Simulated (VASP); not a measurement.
# AlRu (Pm-3m) in VASP: single point with PBE

Aim: the single point of AlRu with PBE.

All numbers are computed with VASP 6.6.1; they aren't measurements. Logs are shortened: lines on timing, memory, paths and dates and some standing lists are left out, and cuts for length are marked.

**1. The cell of the first run**

The structure is cubic, space group Pm-3m (No. 221). Conventional cell: a = 2.992 Å, b = 2.992 Å, c = 2.992 Å, α = 90.00°, β = 90.00°, γ = 90.00°. Al (site symmetry m-3m) has 8 Ru at 2.59 Å and 6 Al at 2.99 Å within 3.4 Å. Within 3.4 Å of Ru (site symmetry m-3m) lie 8 Al at 2.59 Å and 6 Ru at 2.99 Å.

**2. Single point, PBE**

INCAR reads:

```
ALGO     = Fast           # electronic algorithm
EDIFF    = 1E-6           # SCF threshold, eV
ENCUT    = 520            # plane-wave cutoff, eV
GGA      = PE             # functional
ISIF     = 2              # what is computed and relaxed
ISMEAR   = 0              # smearing method
LASPH    = T              # aspherical terms in the spheres
LCHARG   = F              # write CHGCAR
LREAL    = F              # projectors in reciprocal space
LWAVE    = F              # write WAVECAR
NBANDS   = 16             # bands
NELM     = 80             # most SCF steps
PREC     = Accurate       # precision mode
SIGMA    = 0.15           # smearing width, eV
```

KPOINTS reads:

```
k-points
0
Gamma
  16 16 16
```

POSCAR reads:

```
AlRu
1.0
    2.9916000000      0.0000000000      0.0000000000
    0.0000000000      2.9916000000      0.0000000000
    0.0000000000      0.0000000000      2.9916000000
Al Ru
1 1
Direct
    0.0000000000      0.0000000000      0.0000000000
    0.5000000000      0.5000000000      0.5000000000
```

Potentials or basis: VASP PAW PBE potentials, release 64 (Al, Ru_pv).

Launch:

```bash
$ cat potpaw_PBE.64/Al/POTCAR potpaw_PBE.64/Ru_pv/POTCAR > POTCAR
$ mpirun -np 1 vasp_std > vasp.out
```

OUTCAR:

```text
EDIFF = 1E-6
   ENCUT = 520
   GGA = PE
   ISIF = 2
   ISMEAR = 0
   LASPH = T
   LREAL = F
   NELM = 80
   PREC = Accurate

 ion  position               nearest neighbor table
   1  0.000  0.000  0.000-   2 2.59   2 2.59   2 2.59   2 2.59   2 2.59   2 2.59   2 2.59   2 2.59

   2  0.500  0.500  0.500-   1 2.59   1 2.59   1 2.59   1 2.59   1 2.59   1 2.59   1 2.59   1 2.59

  LATTYP: Found a simple cubic cell.
 ALAT       =     2.9916000000

  Lattice vectors:

 A1 = (   2.9916000000,   0.0000000000,   0.0000000000)
 A2 = (   0.0000000000,   2.9916000000,   0.0000000000)
 A3 = (   0.0000000000,   0.0000000000,   2.9916000000)

Analysis of symmetry for initial positions (statically):
=====================================================================
 Subroutine PRICEL returns:
 Original cell was already a primitive cell.

 Routine SETGRP: Setting up the symmetry group for a
 simple cubic supercell.

 Subroutine GETGRP returns: Found 48 space group operations
 (whereof 48 operations were pure point group operations)
 out of a pool of 48 trial point group operations.

The static configuration has the point symmetry O_h .

Analysis of symmetry for dynamics (positions and initial velocities):
=====================================================================
 Subroutine PRICEL returns:
 Original cell was already a primitive cell.

 Routine SETGRP: Setting up the symmetry group for a
 simple cubic supercell.

 Subroutine GETGRP returns: Found 48 space group operations
 (whereof 48 operations were pure point group operations)
 out of a pool of 48 trial point group operations.

The dynamic configuration has the point symmetry O_h .

 Subroutine INISYM returns: Found 48 space group operations
 (whereof 48 operations are pure point group operations),
 and found     1 'primitive' translations

----------------------------------------------------------------------------------------

                                     Primitive cell

  volume of cell :      26.7738

  direct lattice vectors                    reciprocal lattice vectors
     2.991600000  0.000000000  0.000000000     0.334269287  0.000000000  0.000000000
     0.000000000  2.991600000  0.000000000     0.000000000  0.334269287  0.000000000
     0.000000000  0.000000000  2.991600000     0.000000000  0.000000000  0.334269287

  length of vectors
     2.991600000  2.991600000  2.991600000     0.334269287  0.334269287  0.334269287

  position of ions in fractional coordinates (direct lattice)
     0.000000000  0.000000000  0.000000000
     0.500000000  0.500000000  0.500000000

  ion indices of the primitive-cell ions
   primitive index   ion index
                 1           1
                 2           2

----------------------------------------------------------------------------------------

 KPOINTS: k-points

Automatic generation of k-mesh.
 Grid dimensions read from file:
 generate k-points for:   16   16   16

 Generating k-lattice:

  Cartesian coordinates                     Fractional coordinates (reciprocal lattice)
     0.020891830  0.000000000  0.000000000     0.062500000  0.000000000  0.000000000
     0.000000000  0.020891830  0.000000000     0.000000000  0.062500000  0.000000000
     0.000000000  0.000000000  0.020891830     0.000000000  0.000000000  0.062500000

  Length of vectors
     0.020891830  0.020891830  0.020891830

  Shift w.r.t. Gamma in fractional coordinates (k-lattice)
     0.000000000  0.000000000  0.000000000

 Subroutine IBZKPT returns following result:
 ===========================================

 Found    165 irreducible k-points:

 Following reciprocal coordinates:
            Coordinates               Weight
  0.000000  0.000000  0.000000      1.000000
  0.062500  0.000000  0.000000      6.000000
  0.125000  0.000000  0.000000      6.000000
  0.187500  0.000000  0.000000      6.000000
  0.250000  0.000000  0.000000      6.000000
  0.312500  0.000000  0.000000      6.000000
[... 16 lines left out ...]
  0.437500  0.125000  0.000000     24.000000
  0.500000  0.125000  0.000000     12.000000
 [... further k-points ...]
   k-points           NKPTS =    165   k-points in BZ     NKDIM =    165   number of bands    NBANDS=     16
   number of dos      NEDOS =    301   number of ions     NIONS =      2
   total plane-waves  NPLWV =  13824
   dimension x,y,z NGX =    24 NGY =   24 NGZ =   24
   dimension x,y,z NGXF=    48 NGYF=   48 NGZF=   48
   ions per type =               1   1
   NGX,Y,Z   is equivalent  to a cutoff of  13.34, 13.34, 13.34 a.u.
   NGXF,Y,Z  is equivalent  to a cutoff of  26.67, 26.67, 26.67 a.u.
 SYSTEM =  unknown system
   PREC   = accura    normal or accurate (medium, high low for compatibility)
   ISTART =      0    job   : 0-new  1-cont  2-samecut
   ICHARG =      2    charge: 1-file 2-atom 10-const
   ISPIN  =      1    spin polarized calculation?
   LNONCOLLINEAR =      F non collinear calculations
   LSORBIT =      F    spin-orbit coupling
   LASPH  =      T    aspherical Exc in radial PAW
   ENCUT  =  520.0 eV  38.22 Ry    6.18 a.u.   5.56  5.56  5.56*2*pi/ulx,y,z
   NELM   =     80;   NELMIN=  2; NELMDL= -5     # of ELM steps
   EDIFF  = 0.1E-05   stopping-criterion for ELM
   LREAL  =      F    real-space projection
   EDIFFG = 0.1E-04   stopping-criterion for IOM
   NSW    =      0    number of steps for IOM
   IBRION =     -1    ionic relax: 0-MD 1-quasi-New 2-CG
   NFREE  =      0    steps in history (QN), initial steepest desc. (CG)
   ISIF   =      2    stress and relaxation
   ISYM   =      2    0-nonsym 1-usesym 2-fastsym
   POTIM  = 0.5000    time-step for ionic-motion
   TEBEG  =    0.0;   TEEND  =   0.0 temperature during run
   PSTRESS=    0.0 pullay stress
   NELECT =      17.0000    total number of electrons
   NUPDOWN=      -1.0000    fix difference up-down
   EMIN   =  10.00;   EMAX   =-10.00  energy-range for DOS
   EFERMI =   0.00;   METHOD = LEGACY
   ISMEAR =     0;   SIGMA  =   0.15  broadening in eV -4-tet -1-fermi 0-gaus
   EFERMI_NEDOS =   21; number of points for ismear=-14 and -15
   IALGO  =     68    algorithm
   IMIX   =      4    mixing-type and parameters
     AMIX     =   0.40;   BMIX     =  1.00
     AMIX_MAG =   1.60;   BMIX_MAG =  1.00
  volume/ion in A,a.u.               =      13.39        90.34
  Fermi-wavevector in a.u.,A,eV,Ry     =   1.407087  2.659009 26.938090  1.979894
  Thomas-Fermi vector in A             =   2.529382
   LORBIT       =      0    0 simple, 1 ext, 2 COOP (PROOUT), +10 PAW based schemes
   GGA     = PE    functional components
   LHFCALC =     F    Hartree Fock is set to
   AEXX    =    0.0000 exact exchange contribution
   IVDW    =     0    specifies the selected vdW correction
   LEPSILON=     F    determine dielectric tensor
   LRPA    =     F    only Hartree local field effects (RPA)
 non-spin polarized calculation
 RMM-DIIS sequential band-by-band and
 Gauss-broadening in eV      SIGMA  =   0.15
  energy-cutoff  :      520.00
  volume of cell :       26.77
 maximum number of plane-waves:       739
 NGX is ok and might be reduce to    24
   NGX = 11   NGY = 11   NGZ = 11

 number of electron      16.9999995 magnetization

 Free energy of the ion-electron system (eV)
  ---------------------------------------------------
  ext. energy  EPLUGINS =         0.00000000
  ---------------------------------------------------
  free energy    TOTEN  =       -14.26447386 eV

  energy without entropy =      -14.24545223  energy(sigma->0) =      -14.25496304

 E-fermi :  10.7327     XC(G=0): -12.5659

 val. band max:       10.7303680775   @ k =   0.4375   0.4375   0.1250
 cond. band min:      10.7407918421   @ k =   0.0625   0.0625   0.0625
 fundamental gap:      0.0104237645
 Fermi energy:        10.7327087560

 k-point     1 :       0.0000    0.0000    0.0000
  band No.  band energies     occupation
      1     -31.0482      2.00000
      2     -31.0482      2.00000
      3     -31.0482      2.00000
      4       1.0423      2.00000
      5       7.1516      2.00000
      6       7.1516      2.00000
[... 8 lines left out ...]
     15      22.8437      0.00000
     16      25.8256      0.00000

 k-point     2 :       0.0625    0.0000    0.0000
  band No.  band energies     occupation
      1     -31.0562      2.00000
      2     -31.0475      2.00000
      3     -31.0475      2.00000
      4       1.1175      2.00000
      5       7.1781      2.00000
      6       7.1782      2.00000
[... 8 lines left out ...]
     15      22.8440      0.00000
     16      26.0604      0.00000

 k-point     3 :       0.1250    0.0000    0.0000
  band No.  band energies     occupation
      1     -31.0792      2.00000
      2     -31.0456      2.00000
      3     -31.0456      2.00000
      4       1.3405      2.00000
      5       7.2420      2.00000
      6       7.2550      2.00000
[... 8 lines left out ...]
     15      22.8453      0.00000
     16      26.8005      0.00000

 k-point     4 :       0.1875    0.0000    0.0000
  band No.  band energies     occupation
      1     -31.1133      2.00000
      2     -31.0427      2.00000
      3     -31.0427      2.00000
      4       1.7035      2.00000
      5       7.2918      2.00000
      6       7.3742      2.00000
[... 8 lines left out ...]
     15      23.1418      0.00000
     16      28.0408      0.00000

 k-point     5 :       0.2500    0.0000    0.0000
  band No.  band energies     occupation
      1     -31.1534      2.00000
      2     -31.0392      2.00000
      3     -31.0392      2.00000
      4       2.1942      2.00000
      5       7.2411      2.00000
      6       7.5219      2.00000
[... 8 lines left out ...]
     15      23.5158      0.00000
     16      27.1933      0.00000

 k-point     6 :       0.3125    0.0000    0.0000
  band No.  band energies     occupation
      1     -31.1933      2.00000
      2     -31.0358      2.00000
      3     -31.0358      2.00000
      4       2.7965      2.00000
      5       6.9940      2.00000
      6       7.6784      2.00000
[... 8 lines left out ...]
     15      23.7695      0.00000
     16      26.0465      0.00000
[... 267 lines left out ...]
 k-point    21 :       0.3125    0.1250    0.0000
  band No.  band energies     occupation
      1     -31.1898      2.00000
      2     -31.0659      2.00000
      3     -31.0332      2.00000
      4       3.0419      2.00000
      5       7.0700      2.00000
      6       7.8008      2.00000
[... 8 lines left out ...]
     15      24.8037      0.00000
     16      25.0922      0.00000

 k-point    22 :       0.3750    0.1250    0.0000
  band No.  band energies     occupation
      1     -31.2232      2.00000
      2     -31.0628      2.00000
      3     -31.0303      2.00000
      4       3.7082      2.00000
      5       6.5713      2.00000
      6       7.9546      2.00000
[... 8 lines left out ...]
     15      24.8301      0.00000
     16      25.3880      0.00000

 k-point    23 :       0.4375    0.1250    0.0000
  band No.  band energies     occupation
      1     -31.2454      2.00000
      2     -31.0607      2.00000
      3     -31.0284      2.00000
      4       4.4334      2.00000
      5       5.9174      2.00000
      6       8.0717      2.00000
[... 8 lines left out ...]
     15      22.8466      0.00000
     16      23.8292      0.00000

 k-point    24 :       0.5000    0.1250    0.0000
  band No.  band energies     occupation
      1     -31.2532      2.00000
      2     -31.0600      2.00000
      3     -31.0277      2.00000
      4       5.1664      2.00000
      5       5.2030      2.00000
      6       8.1170      2.00000
[... 8 lines left out ...]
     15      22.8454      0.00000
     16      23.1142      0.00000

 [... further k-points ...]

------------------------ aborting loop because EDIFF is reached ----------------------------------------

  FORCE on cell =-STRESS in cart. coord.  units (eV):
  Direction    XX          YY          ZZ          XY          YZ          ZX
  --------------------------------------------------------------------------------------
  -------------------------------------------------------------------------------------
  Total        0.4246251      0.4246251      0.4246251      0.0000000     -0.0000000     -0.0000000
  in kB       25.4100612     25.4100612     25.4100612      0.0000000     -0.0000000     -0.0000000
  external PRESSURE =      25.4100612 kB  Pullay stress =       0.0000000 kB

 VOLUME and BASIS-vectors are now :
 -----------------------------------------------------------------------------
  energy-cutoff  :      520.00
  volume of cell :       26.77
      direct lattice vectors                 reciprocal lattice vectors
     2.991600000  0.000000000  0.000000000     0.334269287  0.000000000  0.000000000
     0.000000000  2.991600000  0.000000000     0.000000000  0.334269287  0.000000000
     0.000000000  0.000000000  2.991600000     0.000000000  0.000000000  0.334269287

 POSITION                                       TOTAL-FORCE (eV/Angst)
 -----------------------------------------------------------------------------------
      0.00000      0.00000      0.00000         0.000000      0.000000      0.000000
      1.49580      1.49580      1.49580         0.000000      0.000000      0.000000
 -----------------------------------------------------------------------------------
    total drift:                                0.000000     -0.000000     -0.000000

  FREE ENERGIE OF THE ION-ELECTRON SYSTEM (eV)
  ---------------------------------------------------
  free  energy   TOTEN  =       -14.2644738571 eV

  energy  without entropy=      -14.2454522299  energy(sigma->0) =      -14.25496304
```

Wall time 55 s (1 thread of Intel Xeon 8259CL, shared host); peak memory 0.19 GiB.

What came out:

```
Free energy : -14.2645 eV
Pressure    : 2.5 GPa
```
